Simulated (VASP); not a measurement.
# Si3C4 (P1) in VASP: single point with HSE06

Aim: the single point of Si3C4 with HSE06.

Program: VASP 6.6.1. These are calculated values, not measurements. Logs are shortened: lines on timing, memory, paths and dates and some standing lists are left out, and cuts for length are marked.

### Step 1. The cell of the first run

The typed cell holds 7 atoms: a = 4.360 Å, b = 4.360 Å, c = 4.360 Å, α = 90.00°, β = 90.00°, γ = 90.00°.

### Step 2. Single point, HSE06

POSCAR reads:

```
Si3C4
1.0
    4.3600000000      0.0000000000      0.0000000000
    0.0000000000      4.3600000000      0.0000000000
    0.0000000000      0.0000000000      4.3600000000
Si C
3 4
Direct
    0.1375500000      0.5690600000      0.7321700000
    0.6355700000      0.0735100000      0.7260300000
    0.6369600000      0.5704800000      0.2284100000
    0.3848200000      0.3186600000      0.4784300000
    0.3881000000      0.8194100000      0.9773800000
    0.8886900000      0.3182600000      0.9756300000
    0.8842100000      0.8210400000      0.4780000000
```

INCAR.step1 reads:

```
SYSTEM = Si3C4
ALGO     = Normal         ! electronic algorithm
EDIFF    = 1E-5           ! SCF threshold, eV
ENCUT    = 520            ! plane-wave cutoff, eV
GGA      = PE             ! functional
GGA_COMPAT= .FALSE.      
ISIF     = 2              ! what is computed and relaxed
ISMEAR   = 0              ! smearing method
LASPH    = .TRUE.         ! aspherical terms in the spheres
LREAL    = .FALSE.        ! projectors in reciprocal space
LWAVE    = .TRUE.         ! write WAVECAR
NBANDS   = 23             ! bands
NELM     = 120            ! most SCF steps
PREC     = Accurate       ! precision mode
SIGMA    = 0.01           ! smearing width, eV
```

INCAR.step2 reads:

```
SYSTEM = Si3C4
ALGO     = Normal         ! electronic algorithm
EDIFF    = 1E-6           ! SCF threshold, eV
ENCUT    = 520            ! plane-wave cutoff, eV
GGA      = PE             ! functional
GGA_COMPAT= .FALSE.      
HFSCREEN = 0.2079         ! screening, 1/A
ISIF     = 2              ! what is computed and relaxed
ISMEAR   = 0              ! smearing method
ISTART   = 1            
LASPH    = .TRUE.         ! aspherical terms in the spheres
LCHARG   = .TRUE.         ! write CHGCAR
LELF     = .TRUE.         ! ELF
LHFCALC  = .TRUE.         ! exact exchange
LREAL    = .FALSE.        ! projectors in reciprocal space
LVHAR    = .TRUE.       
LWAVE    = .FALSE.        ! write WAVECAR
NBANDS   = 23             ! bands
NELM     = 120            ! most SCF steps
PREC     = Accurate       ! precision mode
PRECFOCK = Normal       
SIGMA    = 0.01           ! smearing width, eV
```

KPOINTS reads:

```
k-points
0
G
  1 1 1
  0 0 0
```

Potentials or basis: VASP PAW PBE potentials, release 64 (Si, C).

Run with:

```
> cat potpaw_PBE.64/Si/POTCAR potpaw_PBE.64/C/POTCAR > POTCAR
> cp INCAR.step1 INCAR
> mpirun -np 1 vasp_gam > vasp.out
> cp INCAR.step2 INCAR
> mpirun -np 1 vasp_gam > vasp.out
```

OUTCAR:

```text
SYSTEM = Si3C4
   EDIFF = 1E-6
   ENCUT = 520
   GGA = PE
   HFSCREEN = 0.2079
   ISIF = 2
   ISMEAR = 0
   ISTART = 1
   LASPH = .TRUE.
   LHFCALC = .TRUE.
   LREAL = .FALSE.
   NELM = 120
   PREC = Accurate
   PRECFOCK = Normal

 ion  position               nearest neighbor table
   1  0.138  0.569  0.732-   6 1.87   5 1.88   4 1.89   7 1.91   2 3.06   3 3.07   3 3.07   2 3.08
                             2 3.09   3 3.09   3 3.10   2 3.10
   2  0.636  0.074  0.726-   4 1.87   6 1.88   7 1.89   5 1.90   1 3.06   3 3.07   1 3.08   3 3.08
                             3 3.09   1 3.09   3 3.10   1 3.10
   3  0.637  0.570  0.228-   7 1.88   5 1.88   4 1.90   6 1.90   2 3.07   1 3.07   1 3.07   2 3.08
                             2 3.09   1 3.09   1 3.10   2 3.10
   4  0.385  0.319  0.478-   2 1.87   1 1.89   3 1.90
   5  0.388  0.819  0.977-   1 1.88   3 1.88   2 1.90
   6  0.889  0.318  0.976-   1 1.87   2 1.88   3 1.90
   7  0.884  0.821  0.478-   3 1.88   2 1.89   1 1.91

  LATTYP: Found a simple cubic cell.
 ALAT       =     4.3600000000

  Lattice vectors:

 A1 = (   4.3600000000,   0.0000000000,   0.0000000000)
 A2 = (   0.0000000000,   4.3600000000,   0.0000000000)
 A3 = (   0.0000000000,   0.0000000000,   4.3600000000)

Analysis of symmetry for initial positions (statically):
=====================================================================
 Subroutine PRICEL returns:
 Original cell was already a primitive cell.

 Routine SETGRP: Setting up the symmetry group for a
 simple cubic supercell.

 Subroutine GETGRP returns: Found  1 space group operations
 (whereof  1 operations were pure point group operations)
 out of a pool of 48 trial point group operations.

The static configuration has the point symmetry C_1 .

Analysis of symmetry for dynamics (positions and initial velocities):
=====================================================================
 Subroutine PRICEL returns:
 Original cell was already a primitive cell.

 Routine SETGRP: Setting up the symmetry group for a
 simple cubic supercell.

 Subroutine GETGRP returns: Found  1 space group operations
 (whereof  1 operations were pure point group operations)
 out of a pool of 48 trial point group operations.

The dynamic configuration has the point symmetry C_1 .

 Subroutine INISYM returns: Found  1 space group operations
 (whereof  1 operations are pure point group operations),
 and found     1 'primitive' translations

----------------------------------------------------------------------------------------

                                     Primitive cell

  volume of cell :      82.8819

  direct lattice vectors                    reciprocal lattice vectors
     4.360000000  0.000000000  0.000000000     0.229357798  0.000000000  0.000000000
     0.000000000  4.360000000  0.000000000     0.000000000  0.229357798  0.000000000
     0.000000000  0.000000000  4.360000000     0.000000000  0.000000000  0.229357798

  length of vectors
     4.360000000  4.360000000  4.360000000     0.229357798  0.229357798  0.229357798

  position of ions in fractional coordinates (direct lattice)
     0.137550000  0.569060000  0.732170000
     0.635570000  0.073510000  0.726030000
     0.636960000  0.570480000  0.228410000
     0.384820000  0.318660000  0.478430000
     0.388100000  0.819410000  0.977380000
     0.888690000  0.318260000  0.975630000
     0.884210000  0.821040000  0.478000000

  ion indices of the primitive-cell ions
   primitive index   ion index
                 1           1
                 2           2
                 3           3
                 4           4
                 5           5
                 6           6
                 7           7

----------------------------------------------------------------------------------------

 KPOINTS: k-points

Automatic generation of k-mesh.
 Grid dimensions read from file:
 generate k-points for:    1    1    1

 Generating k-lattice:

  Cartesian coordinates                     Fractional coordinates (reciprocal lattice)
     0.229357798  0.000000000  0.000000000     1.000000000  0.000000000  0.000000000
     0.000000000  0.229357798  0.000000000     0.000000000  1.000000000  0.000000000
     0.000000000  0.000000000  0.229357798     0.000000000  0.000000000  1.000000000

  Length of vectors
     0.229357798  0.229357798  0.229357798

  Shift w.r.t. Gamma in fractional coordinates (k-lattice)
     0.000000000  0.000000000  0.000000000

 Subroutine IBZKPT returns following result:
 ===========================================

 Found      1 irreducible k-points:

 Following reciprocal coordinates:
            Coordinates               Weight
  0.000000  0.000000  0.000000      1.000000
   k-points           NKPTS =      1   k-points in BZ     NKDIM =      1   number of bands    NBANDS=     23
   number of dos      NEDOS =    301   number of ions     NIONS =      7
   total plane-waves  NPLWV =  32768
   dimension x,y,z NGX =    32 NGY =   32 NGZ =   32
   dimension x,y,z NGXF=    64 NGYF=   64 NGZF=   64
   ions per type =               3   4
   NGX,Y,Z   is equivalent  to a cutoff of  12.20, 12.20, 12.20 a.u.
   NGXF,Y,Z  is equivalent  to a cutoff of  24.40, 24.40, 24.40 a.u.
 SYSTEM =  Si3C4
   PREC   = accura    normal or accurate (medium, high low for compatibility)
   ISTART =      1    job   : 0-new  1-cont  2-samecut
   ICHARG =      0    charge: 1-file 2-atom 10-const
   ISPIN  =      1    spin polarized calculation?
   LNONCOLLINEAR =      F non collinear calculations
   LSORBIT =      F    spin-orbit coupling
   LASPH  =      T    aspherical Exc in radial PAW
   ENCUT  =  520.0 eV  38.22 Ry    6.18 a.u.   8.11  8.11  8.11*2*pi/ulx,y,z
   NELM   =    120;   NELMIN=  2; NELMDL=  0     # of ELM steps
   EDIFF  = 0.1E-05   stopping-criterion for ELM
   LREAL  =      F    real-space projection
   EDIFFG = 0.1E-04   stopping-criterion for IOM
   NSW    =      0    number of steps for IOM
   IBRION =     -1    ionic relax: 0-MD 1-quasi-New 2-CG
   NFREE  =      0    steps in history (QN), initial steepest desc. (CG)
   ISIF   =      2    stress and relaxation
   ISYM   =      3    0-nonsym 1-usesym 2-fastsym
   POTIM  = 0.5000    time-step for ionic-motion
   TEBEG  =    0.0;   TEEND  =   0.0 temperature during run
   PSTRESS=    0.0 pullay stress
   NELECT =      28.0000    total number of electrons
   NUPDOWN=      -1.0000    fix difference up-down
   EMIN   =  10.00;   EMAX   =-10.00  energy-range for DOS
   EFERMI =   0.00;   METHOD = LEGACY
   ISMEAR =     0;   SIGMA  =   0.01  broadening in eV -4-tet -1-fermi 0-gaus
   EFERMI_NEDOS =   21; number of points for ismear=-14 and -15
   IALGO  =     38    algorithm
   IMIX   =      1    mixing-type and parameters
     AMIX     =   0.40;   BMIX     =  1.00
     AMIX_MAG =   1.60;   BMIX_MAG =  1.00
  volume/ion in A,a.u.               =      11.84        79.90
  Fermi-wavevector in a.u.,A,eV,Ry     =   1.140182  2.154632 17.687792  1.300016
  Thomas-Fermi vector in A             =   2.276885
   LORBIT       =      0    0 simple, 1 ext, 2 COOP (PROOUT), +10 PAW based schemes
   GGA     = PE    functional components
   LHFCALC =     T    Hartree Fock is set to
   PRECFOCK=normal    Normal, Fast or Accurate (Low or Medium for compatibility)
   ENCUT4O =  -1.0   cutoff for four orbital integrals eV
   NKREDX  =     1    reduce k-point grid by
   NKREDY  =     1    reduce k-point grid by
   NKREDZ  =     1    reduce k-point grid by
   AEXX    =    0.2500 exact exchange contribution
   HFSCREEN=    0.2079 screening length (either q_TF or 0.3 A-1)
   HFSCREENC=   0.2079 screening length for correlation (either q_TF or 0.3 A-1)
   ENCUTFOCK=  -1.0 apply spherical cutoff to Coloumb kernel
   IVDW    =     0    specifies the selected vdW correction
   LEPSILON=     F    determine dielectric tensor
   LRPA    =     F    only Hartree local field effects (RPA)
 non-spin polarized calculation
 Gauss-broadening in eV      SIGMA  =   0.01
  energy-cutoff  :      520.00
  volume of cell :       82.88
 maximum number of plane-waves:      1103
  NGX = 28; NGY = 28; NGZ = 28

 number of electron      27.9999995 magnetization

 Free energy of the ion-electron system (eV)
  ---------------------------------------------------
  ext. energy  EPLUGINS =         0.00000000
  ---------------------------------------------------
  free energy    TOTEN  =       -50.24333316 eV

  energy without entropy =      -50.24333316  energy(sigma->0) =      -50.24333316

 E-fermi :   6.5248     XC(G=0):  -8.6353

 val. band max:        6.4290399344   @ k =   0.0000   0.0000   0.0000
 cond. band min:       7.6867000288   @ k =   0.0000   0.0000   0.0000
 fundamental gap:      1.2576600944
 Fermi energy:         6.5248134041

 k-point     1 :       0.0000    0.0000    0.0000
  band No.  band energies     occupation
      1     -10.7986      2.00000
      2      -5.7250      2.00000
      3      -5.6439      2.00000
      4      -5.6263      2.00000
      5      -3.1437      2.00000
      6      -3.1236      2.00000
[... 15 lines left out ...]
     22      12.8501      0.00000
     23      15.2158      0.00000

------------------------ aborting loop because EDIFF is reached ----------------------------------------

  FORCE on cell =-STRESS in cart. coord.  units (eV):
  Direction    XX          YY          ZZ          XY          YZ          ZX
  --------------------------------------------------------------------------------------
  -------------------------------------------------------------------------------------
  Total       -3.1568773     -3.2383194      4.3292251      0.1358973      0.3366979      1.1397231
  in kB      -61.0251446    -62.5994908     83.6876334      2.6270119      6.5086582     22.0318244
  external PRESSURE =     -13.3123340 kB  Pullay stress =       0.0000000 kB

 VOLUME and BASIS-vectors are now :
 -----------------------------------------------------------------------------
  energy-cutoff  :      520.00
  volume of cell :       82.88
      direct lattice vectors                 reciprocal lattice vectors
     4.360000000  0.000000000  0.000000000     0.229357798  0.000000000  0.000000000
     0.000000000  4.360000000  0.000000000     0.000000000  0.229357798  0.000000000
     0.000000000  0.000000000  4.360000000     0.000000000  0.000000000  0.229357798

 POSITION                                       TOTAL-FORCE (eV/Angst)
 -----------------------------------------------------------------------------------
      0.59972      2.48110      3.19226        -0.036214      0.043543     -0.414370
      2.77109      0.32050      3.16549         0.052786     -0.009225      0.156499
      2.77715      2.48729      0.99587        -0.021450     -0.094030     -0.091386
      1.67782      1.38936      2.08595         2.240420      2.382923      3.399915
      1.69212      3.57263      4.26138         2.241784     -2.256197     -3.363845
      3.87469      1.38761      4.25375        -2.399742      2.371161     -3.194744
      3.85516      3.57973      2.08408        -2.077584     -2.438175      3.507931
 -----------------------------------------------------------------------------------
    total drift:                                0.000070      0.000750      0.000069

  FREE ENERGIE OF THE ION-ELECTRON SYSTEM (eV)
  ---------------------------------------------------
  free  energy   TOTEN  =       -50.2433331633 eV

  energy  without entropy=      -50.2433331633  energy(sigma->0) =      -50.24333316
```

Run time: 74 s. Hardware: 1 thread of AMD EPYC 7R13, shared host; peak memory 0.24 GiB.

Results:

```
Free energy            : -50.2433 eV
Pressure               : -1.3 GPa
Largest force          : 4.750 eV/Å
Band gap on the k mesh : 1.26 eV
```

Forces in eV/Å, atoms in the order of the input:
```
Si  -0.036  0.044 -0.414
Si   0.053 -0.009  0.156
Si  -0.021 -0.094 -0.091
C    2.240  2.383  3.400
C    2.242 -2.256 -3.364
C   -2.400  2.371 -3.195
C   -2.078 -2.438  3.508
```

Levels at points of the mesh, in eV from the valence-band top:
```
           k point  band 11  band 12  band 13  band 14  band 15  band 16  band 17  band 18
(0.00, 0.00, 0.00)    -3.16    -3.14    -3.11     0.00     1.26     1.27     2.93     2.99
```

Caveat: the k points lie up to 1.44 Å⁻¹ apart; the PAW data sets were made with another functional, which shifts forces and pressure a little. A k mesh can miss the band edges.
